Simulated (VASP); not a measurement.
# GaP in VASP: notebook

GaP is run at these levels: PBEsol; tasks: single point.

All numbers are computed with VASP 6.6.1; they aren't measurements. Logs are shortened: lines on timing, memory, paths and dates and some standing lists are left out, and cuts for length are marked.

**Measured values to compare with.**

From “Stacking defects in GaP nanowires: Electronic structure and optical properties”, 2018, arxiv:1810.01194, for a bulk crystal of GaP at 10 K: band gap 2.34 eV (indirect).

The runs below are set against these values where they give the same quantity.

### Step 1. The cell of the first run

Symmetry: F-43m, No. 216, cubic system. Conventional cell: a = 5.466 Å, b = 5.466 Å, c = 5.466 Å, α = 90.00°, β = 90.00°, γ = 90.00°. Ga (site symmetry -43m) has 4 P at 2.37 Å within 3.1 Å. Within 3.1 Å of P (site symmetry -43m) lie 4 Ga at 2.37 Å.

### Step 2. Single point, PBEsol

File INCAR:

```
  PREC = Accurate
  ENCUT = 520
  EDIFF = 1E-6
  ISMEAR = 0
  SIGMA = 0.01
  LREAL = False
  LASPH = True
  NELM = 100
  ALGO = Normal
  ISIF = 2
  LWAVE = False
  LCHARG = False
  GGA = PS
  NBANDS = 16
```

File KPOINTS:

```
Automatic mesh
0
Gamma
  8 8 8
```

File POSCAR:

```
GaP
1.0
    0.0000000000      2.7328599477      2.7328599477
    2.7328599477      0.0000000000      2.7328599477
    2.7328599477      2.7328599477      0.0000000000
Ga P
1 1
Direct
    0.0000000000      0.0000000000      0.0000000000
    0.7500000000      0.7500000000      0.7500000000
```

Potentials or basis: VASP PAW PBE potentials, release 64 (Ga_d, P).

Command:

```bash
$ cat potpaw_PBE.64/Ga_d/POTCAR potpaw_PBE.64/P/POTCAR > POTCAR
$ mpirun -np 1 vasp_std > vasp.out
```

OUTCAR:

```text
PREC = Accurate
   ENCUT = 520
   EDIFF = 1E-6
   ISMEAR = 0
   LREAL = False
   LASPH = True
   NELM = 100
   ISIF = 2
   GGA = PS

 ion  position               nearest neighbor table
   1  0.000  0.000  0.000-   2 2.37   2 2.37   2 2.37   2 2.37
   2  0.750  0.750  0.750-   1 2.37   1 2.37   1 2.37   1 2.37

  LATTYP: Found a face centered cubic cell.
 ALAT       =     5.4657198954

  Lattice vectors:

 A1 = (   0.0000000000,   2.7328599477,   2.7328599477)
 A2 = (   2.7328599477,   0.0000000000,   2.7328599477)
 A3 = (   2.7328599477,   2.7328599477,   0.0000000000)

Analysis of symmetry for initial positions (statically):
=====================================================================
 Subroutine PRICEL returns:
 Original cell was already a primitive cell.

 Routine SETGRP: Setting up the symmetry group for a
 face centered cubic supercell.

 Subroutine GETGRP returns: Found 24 space group operations
 (whereof 24 operations were pure point group operations)
 out of a pool of 48 trial point group operations.

The static configuration has the point symmetry T_d .

Analysis of symmetry for dynamics (positions and initial velocities):
=====================================================================
 Subroutine PRICEL returns:
 Original cell was already a primitive cell.

 Routine SETGRP: Setting up the symmetry group for a
 face centered cubic supercell.

 Subroutine GETGRP returns: Found 24 space group operations
 (whereof 24 operations were pure point group operations)
 out of a pool of 48 trial point group operations.

The dynamic configuration has the point symmetry T_d .

 Subroutine INISYM returns: Found 24 space group operations
 (whereof 24 operations are pure point group operations),
 and found     1 'primitive' translations

----------------------------------------------------------------------------------------

                                     Primitive cell

  volume of cell :      40.8209

  direct lattice vectors                    reciprocal lattice vectors
     0.000000000  2.732859948  2.732859948    -0.182958516  0.182958516  0.182958516
     2.732859948  0.000000000  2.732859948     0.182958516 -0.182958516  0.182958516
     2.732859948  2.732859948  0.000000000     0.182958516  0.182958516 -0.182958516

  length of vectors
     3.864847602  3.864847602  3.864847602     0.316893445  0.316893445  0.316893445

  position of ions in fractional coordinates (direct lattice)
     0.000000000  0.000000000  0.000000000
     0.750000000  0.750000000  0.750000000

  ion indices of the primitive-cell ions
   primitive index   ion index
                 1           1
                 2           2

----------------------------------------------------------------------------------------

 KPOINTS: Automatic mesh

Automatic generation of k-mesh.
 Grid dimensions read from file:
 generate k-points for:    8    8    8

 Generating k-lattice:

  Cartesian coordinates                     Fractional coordinates (reciprocal lattice)
    -0.022869814  0.022869814  0.022869814     0.125000000  0.000000000  0.000000000
     0.022869814 -0.022869814  0.022869814     0.000000000  0.125000000  0.000000000
     0.022869814  0.022869814 -0.022869814     0.000000000  0.000000000  0.125000000

  Length of vectors
     0.039611681  0.039611681  0.039611681

  Shift w.r.t. Gamma in fractional coordinates (k-lattice)
     0.000000000  0.000000000  0.000000000

 Subroutine IBZKPT returns following result:
 ===========================================

 Found     29 irreducible k-points:

 Following reciprocal coordinates:
            Coordinates               Weight
  0.000000  0.000000  0.000000      1.000000
  0.125000  0.000000  0.000000      8.000000
  0.250000  0.000000  0.000000      8.000000
  0.375000  0.000000  0.000000      8.000000
  0.500000  0.000000  0.000000      4.000000
  0.125000  0.125000  0.000000      6.000000
[... 16 lines left out ...]
  0.500000  0.250000  0.125000     48.000000
 -0.375000  0.250000  0.125000     24.000000
 [... further k-points ...]
   k-points           NKPTS =     29   k-points in BZ     NKDIM =     29   number of bands    NBANDS=     16
   number of dos      NEDOS =    301   number of ions     NIONS =      2
   total plane-waves  NPLWV =  27000
   dimension x,y,z NGX =    30 NGY =   30 NGZ =   30
   dimension x,y,z NGXF=    60 NGYF=   60 NGZF=   60
   ions per type =               1   1
   NGX,Y,Z   is equivalent  to a cutoff of  12.90, 12.90, 12.90 a.u.
   NGXF,Y,Z  is equivalent  to a cutoff of  25.81, 25.81, 25.81 a.u.
 SYSTEM =  unknown system
   PREC   = accura    normal or accurate (medium, high low for compatibility)
   ISTART =      0    job   : 0-new  1-cont  2-samecut
   ICHARG =      2    charge: 1-file 2-atom 10-const
   ISPIN  =      1    spin polarized calculation?
   LNONCOLLINEAR =      F non collinear calculations
   LSORBIT =      F    spin-orbit coupling
   LASPH  =      T    aspherical Exc in radial PAW
   ENCUT  =  520.0 eV  38.22 Ry    6.18 a.u.   7.19  7.19  7.19*2*pi/ulx,y,z
   NELM   =    100;   NELMIN=  2; NELMDL= -5     # of ELM steps
   EDIFF  = 0.1E-05   stopping-criterion for ELM
   LREAL  =      F    real-space projection
   EDIFFG = 0.1E-04   stopping-criterion for IOM
   NSW    =      0    number of steps for IOM
   IBRION =     -1    ionic relax: 0-MD 1-quasi-New 2-CG
   NFREE  =      0    steps in history (QN), initial steepest desc. (CG)
   ISIF   =      2    stress and relaxation
   ISYM   =      2    0-nonsym 1-usesym 2-fastsym
   POTIM  = 0.5000    time-step for ionic-motion
   TEBEG  =    0.0;   TEEND  =   0.0 temperature during run
   PSTRESS=    0.0 pullay stress
   NELECT =      18.0000    total number of electrons
   NUPDOWN=      -1.0000    fix difference up-down
   EMIN   =  10.00;   EMAX   =-10.00  energy-range for DOS
   EFERMI =   0.00;   METHOD = LEGACY
   ISMEAR =     0;   SIGMA  =   0.01  broadening in eV -4-tet -1-fermi 0-gaus
   EFERMI_NEDOS =   21; number of points for ismear=-14 and -15
   IALGO  =     38    algorithm
   IMIX   =      4    mixing-type and parameters
     AMIX     =   0.40;   BMIX     =  1.00
     AMIX_MAG =   1.60;   BMIX_MAG =  1.00
  volume/ion in A,a.u.               =      20.41       137.74
  Fermi-wavevector in a.u.,A,eV,Ry     =   1.246058  2.354708 21.125232  1.552661
  Thomas-Fermi vector in A             =   2.380253
   LORBIT       =      0    0 simple, 1 ext, 2 COOP (PROOUT), +10 PAW based schemes
   GGA     = PS    functional components
   LHFCALC =     F    Hartree Fock is set to
   AEXX    =    0.0000 exact exchange contribution
   IVDW    =     0    specifies the selected vdW correction
   LEPSILON=     F    determine dielectric tensor
   LRPA    =     F    only Hartree local field effects (RPA)
 non-spin polarized calculation
 Gauss-broadening in eV      SIGMA  =   0.01
  energy-cutoff  :      520.00
  volume of cell :       40.82
 maximum number of plane-waves:      1124
 NGX is ok and might be reduce to    30
   NGX = 15   NGY = 15   NGZ = 15

 number of electron      17.9999991 magnetization

 Free energy of the ion-electron system (eV)
  ---------------------------------------------------
  ext. energy  EPLUGINS =         0.00000000
  ---------------------------------------------------
  free energy    TOTEN  =        -9.91857702 eV

  energy without entropy =       -9.91857702  energy(sigma->0) =       -9.91857702

 E-fermi :   4.5822     XC(G=0):  -9.9835

 val. band max:        4.4833961003   @ k =   0.0000   0.0000   0.0000
 cond. band min:       6.0174109330   @ k =   0.5000   0.5000   0.0000
 fundamental gap:      1.5340148327
 Fermi energy:         4.5821512023

 k-point     1 :       0.0000    0.0000    0.0000
  band No.  band energies     occupation
      1     -10.0430      2.00000
      2     -10.0430      2.00000
      3     -10.0430      2.00000
      4      -9.9448      2.00000
      5      -9.9448      2.00000
      6      -7.9776      2.00000
[... 8 lines left out ...]
     15      14.2429      0.00000
     16      14.2429      0.00000

 k-point     2 :       0.1250    0.0000    0.0000
  band No.  band energies     occupation
      1     -10.0563      2.00000
      2     -10.0384      2.00000
      3     -10.0384      2.00000
      4      -9.9449      2.00000
      5      -9.9449      2.00000
      6      -7.7761      2.00000
[... 8 lines left out ...]
     15      13.5901      0.00000
     16      13.9284      0.00000

 k-point     3 :       0.2500    0.0000    0.0000
  band No.  band energies     occupation
      1     -10.0857      2.00000
      2     -10.0285      2.00000
      3     -10.0285      2.00000
      4      -9.9436      2.00000
      5      -9.9436      2.00000
      6      -7.2047      2.00000
[... 8 lines left out ...]
     15      13.3956      0.00000
     16      14.1728      0.00000

 k-point     4 :       0.3750    0.0000    0.0000
  band No.  band energies     occupation
      1     -10.1123      2.00000
      2     -10.0210      2.00000
      3     -10.0210      2.00000
      4      -9.9400      2.00000
      5      -9.9400      2.00000
      6      -6.4059      2.00000
[... 8 lines left out ...]
     15      14.5927      0.00000
     16      14.5927      0.00000
[... 324 lines left out ...]
 k-point    22 :       0.3750    0.2500    0.1250
  band No.  band energies     occupation
      1     -10.1084      2.00000
      2     -10.0168      2.00000
      3     -10.0129      2.00000
      4      -9.9555      2.00000
      5      -9.9360      2.00000
      6      -6.7182      2.00000
[... 8 lines left out ...]
     15      15.5218      0.00000
     16      16.6942      0.00000

 k-point    23 :       0.5000    0.2500    0.1250
  band No.  band energies     occupation
      1     -10.1234      2.00000
      2     -10.0133      2.00000
      3     -10.0039      2.00000
      4      -9.9535      2.00000
      5      -9.9361      2.00000
      6      -5.9651      2.00000
[... 8 lines left out ...]
     15      15.8800      0.00000
     16      17.1887      0.00000

 k-point    24 :      -0.3750    0.2500    0.1250
  band No.  band energies     occupation
      1     -10.1289      2.00000
      2     -10.0128      2.00000
      3     -10.0008      2.00000
      4      -9.9500      2.00000
      5      -9.9377      2.00000
      6      -5.5091      2.00000
[... 8 lines left out ...]
     15      16.3536      0.00000
     16      16.8732      0.00000

 [... further k-points ...]
[... 5 lines left out ...]
  --------------------------------------------------------------------------------------
  -------------------------------------------------------------------------------------
  Total       -0.3356394     -0.3356394     -0.3356394      0.0000000      0.0000000     -0.0000000
  in kB      -13.1735085    -13.1735085    -13.1735085      0.0000000      0.0000000     -0.0000000
  external PRESSURE =     -13.1735085 kB  Pullay stress =       0.0000000 kB

 VOLUME and BASIS-vectors are now :
 -----------------------------------------------------------------------------
  energy-cutoff  :      520.00
  volume of cell :       40.82
      direct lattice vectors                 reciprocal lattice vectors
     0.000000000  2.732859948  2.732859948    -0.182958516  0.182958516  0.182958516
     2.732859948  0.000000000  2.732859948     0.182958516 -0.182958516  0.182958516
     2.732859948  2.732859948  0.000000000     0.182958516  0.182958516 -0.182958516

 POSITION                                       TOTAL-FORCE (eV/Angst)
 -----------------------------------------------------------------------------------
      0.00000      0.00000      0.00000        -0.000000     -0.000000     -0.000000
      4.09929      4.09929      4.09929         0.000000      0.000000      0.000000
 -----------------------------------------------------------------------------------
    total drift:                               -0.000001     -0.000001     -0.000000

  FREE ENERGIE OF THE ION-ELECTRON SYSTEM (eV)
  ---------------------------------------------------
  free  energy   TOTEN  =        -9.9185770249 eV

  energy  without entropy=       -9.9185770249  energy(sigma->0) =       -9.91857702
```

It took 39 s on 1 thread of AMD EPYC 7R13, shared host; peak memory 0.14 GiB.

Results:

```yaml
Free_energy: -9.9186 eV
Pressure: -1.3 GPa
Band_gap_on_the_k_mesh: 1.53 eV, indirect (least direct gap 1.68 eV)
```

Levels at points of the mesh, in eV from the valence-band top:
```csv
k point,band 5,band 6,band 7,band 8,band 9,band 10,band 11,band 12,band 13,band 14
"(0.00, 0.00, 0.00)",-14.43,-12.46,0.00,0.00,0.00,1.68,3.83,3.83,3.83,8.53
"(0.50, 0.00, 0.00)",-14.42,-10.40,-6.65,-1.12,-1.12,1.56,4.65,4.65,8.07,10.68
"(0.50, 0.50, 0.00)",-14.41,-9.50,-6.77,-2.68,-2.68,1.53,1.72,10.49,10.49,11.00
```

Caveat: the PAW data sets were made with another functional, which shifts forces and pressure a little.

### Step 3. Single point, PBEsol (z stretched by -0.5 %, x and y held)

File INCAR:

```
PREC = Accurate
ENCUT = 520
EDIFF = 1E-6
ISMEAR = 0
SIGMA = 0.01
LREAL = False
LASPH = True
NELM = 100
ALGO = Normal
ISIF = 2
LWAVE = False
LCHARG = False
GGA = PS
NBANDS = 16
```

KPOINTS is that of step 2.

File POSCAR:

```
GaP
1.0
    0.0000000000      2.7192636295      2.7056673114
    2.7192636295      0.0000000000      2.7056673114
    2.7192636295      2.7192636295      0.0000000000
Ga P
1 1
Direct
    0.0000000000      0.0000000000      0.0000000000
    0.7500000000      0.7500000000      0.7500000000
```

Potentials or basis: VASP PAW PBE potentials, release 64 (Ga_d, P).

Command:

```bash
$ cat potpaw_PBE.64/Ga_d/POTCAR potpaw_PBE.64/P/POTCAR > POTCAR
$ mpirun -np 1 vasp_std > vasp.out
```

It took 72 s on 1 thread of AMD EPYC 7R13, shared host; peak memory 0.16 GiB.

It converged, with:

- Free energy: -9.9207 eV
- Pressure: 0.3 GPa
- Band gap on the k mesh: 1.45 eV, indirect (least direct gap 1.83 eV)

Stress tensor (GPa, compression positive):
```
0.21 0.00 0.00
0.00 0.21 0.00
0.00 0.00 0.58
```

Levels at points of the mesh, in eV from the valence-band top:
```csv
k point,band 6,band 7,band 8,band 9,band 10,band 11,band 12,band 13
"(0.00, 0.00, 0.00)",-12.63,-0.03,-0.03,0.00,1.83,3.80,3.81,3.81
"(0.50, 0.00, 0.00)",-10.50,-6.78,-1.19,-1.14,1.60,4.61,4.65,8.09
"(0.50, 0.50, 0.00)",-9.56,-6.86,-2.80,-2.80,1.45,1.65,10.62,10.62
"(0.50, 0.00, 0.50)",-9.58,-6.89,-2.76,-2.76,1.49,1.70,10.62,10.62
```

Caveat: the cell differs from its parent crystal (z stretched by -0.5 %, x and y held); the PAW data sets were made with another functional, which shifts forces and pressure a little.

### Step 4. Single point, PBEsol (z stretched by +0.5 %, x and y held)

File INCAR:

```
SYSTEM = GaP
PREC = Accurate
ENCUT = 520
EDIFF = 1E-7
ISMEAR = 0
SIGMA = 0.01
LREAL = .FALSE.
LASPH = .TRUE.
NELM = 80
ALGO = Normal
ISIF = 2
LWAVE = .FALSE.
LCHARG = .FALSE.
GGA = PS
NBANDS = 16
```

File KPOINTS:

```
regular mesh
0
G
  8 8 8
  0 0 0
```

File POSCAR:

```
GaP
1.0
    0.0000000000      2.7192636295      2.7328599477
    2.7192636295      0.0000000000      2.7328599477
    2.7192636295      2.7192636295      0.0000000000
Ga P
1 1
Direct
    0.0000000000      0.0000000000      0.0000000000
    0.7500000000      0.7500000000      0.7500000000
```

Command:

```bash
$ cat potpaw_PBE.64/Ga_d/POTCAR potpaw_PBE.64/P/POTCAR > POTCAR
$ mpirun -np 1 vasp_std > vasp.out
```

It took 75 s on 1 thread of AMD EPYC 7R13, shared host; peak memory 0.16 GiB.

It converged, with:

```
Free energy            : -9.9206 eV
Pressure               : -0.5 GPa
Band gap on the k mesh : 1.49 eV, indirect (least direct gap 1.75 eV)
```

Stress tensor (GPa, compression positive):
```
-0.39  0.00  0.00
 0.00 -0.39  0.00
 0.00  0.00 -0.77
```

Levels at points of the mesh, in eV from the valence-band top:
```
           k point  band 5  band 6  band 7  band 8  band 9  band 10  band 11  band 12  band 13  band 14
(0.00, 0.00, 0.00)  -14.45  -12.55   -0.03    0.00    0.00     1.75     3.81     3.81     3.82     8.56
(0.50, 0.00, 0.00)  -14.44  -10.45   -6.71   -1.16   -1.12     1.58     4.62     4.66     8.08    10.74
(0.50, 0.50, 0.00)  -14.43   -9.55   -6.85   -2.70   -2.70     1.53     1.74    10.55    10.55    11.06
(0.50, 0.00, 0.50)  -14.43   -9.53   -6.81   -2.74   -2.74     1.49     1.69    10.55    10.55    11.10
```

Caveat: the cell differs from its parent crystal (z stretched by +0.5 %, x and y held); the PAW data sets were made with another functional, which shifts forces and pressure a little.

### Step 5. Overview

| cell | gap on the mesh (eV) | pressure (GPa) |
| --- | --- | --- |
| a = 3.865 Å, angles 60.0°, 2 atoms | 1.53 | -1.3 |
| a = 3.836, b = 3.836, c = 3.846 Å, angles 59.9, 59.9, 60.2°, 2 atoms | 1.45 | 0.3 |
| a = 3.855, b = 3.855, c = 3.846 Å, angles 60.1, 60.1, 59.8°, 2 atoms | 1.49 | -0.5 |

Alike in all rows: task single point; level PBEsol; potentials or basis VASP PAW PBE potentials, release 64 (Ga_d, P); no spin polarisation; k mesh 8 × 8 × 8; cutoff (eV) 520; smearing gaussian 0.01 eV.

Caveats: the PAW data sets were made with another functional, which shifts forces and pressure a little.

Total energies depend on the potentials used, so only differences within one code and one set of settings carry meaning.

### Step 6. Comparison with measurements

Step 2. A measured gap of GaP is 2.34 eV (indirect; 10 K; quoted in “Stacking defects in GaP nanowires: Electronic structure and optical properties”, 2018, arxiv:1810.01194); the calculated 1.53 eV misses it by -0.81 eV. Spin-orbit coupling on Ga is left out. The value is that of PBEsol on a finite k mesh, which can miss the band edges, without temperature or zero-point motion. Semilocal functionals fall short of measured gaps as a rule.
